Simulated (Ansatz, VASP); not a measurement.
## Mg4S in VASP and in Ansatz

```
Mg S
1.0
     5.10923    0.00000    0.00000
    -2.55461    4.42472    0.00000
     0.00000    0.00000   11.17800
Mg S
8 2
Cartesian
  0.0000 0.0000 4.1737
  0.0000 0.0000 7.0043
  0.0000 2.9498 8.5811
  0.0000 2.9498 2.5969
  2.5546 1.4749 2.5969
  2.5546 1.4749 8.5811
  0.0000 0.0000 1.3697
  0.0000 0.0000 9.8083
  0.0000 2.9498 0.0000
  2.5546 1.4749 0.0000
```

Alike in both runs: functional PBE; k mesh 4 × 4 × 2; occupations gaussian, width 0.2 eV; no spin polarisation.

Ansatz relaxed the structure, and its values are those at the end. VASP's run is a single point on that final structure, the one shown.

|  | VASP | Ansatz |
| --- | --- | --- |
| version | VASP 6.6.1 | Ansatz 0.2.0 |
| potentials or method | VASP PAW PBE potentials, release 64 (Mg, S), cutoff 600 eV | scalar-relativistic, plane waves, PAW |
| valence electrons in the cell | 28 | 92 |

Ansatz gave:

```
gap on the k mesh at the Fermi level (eV) : none
pressure (GPa)                            : 0.1
rms of the force components (eV/Å)        : 0.007
```

Problem. What did VASP give for the same quantities?

Solution. gap on the k mesh at the Fermi level (eV): none; pressure (GPa): 0.0; rms of the force components (eV/Å): 0.010.

A gap of «none» marks a metal or a gap that the smearing closes. The functional is the same, so the differences come from potentials, cutoffs and numerics. VASP's potentials hold 28 valence electrons a cell and Ansatz's 92, so a difference there can come from the potentials and not from the codes.
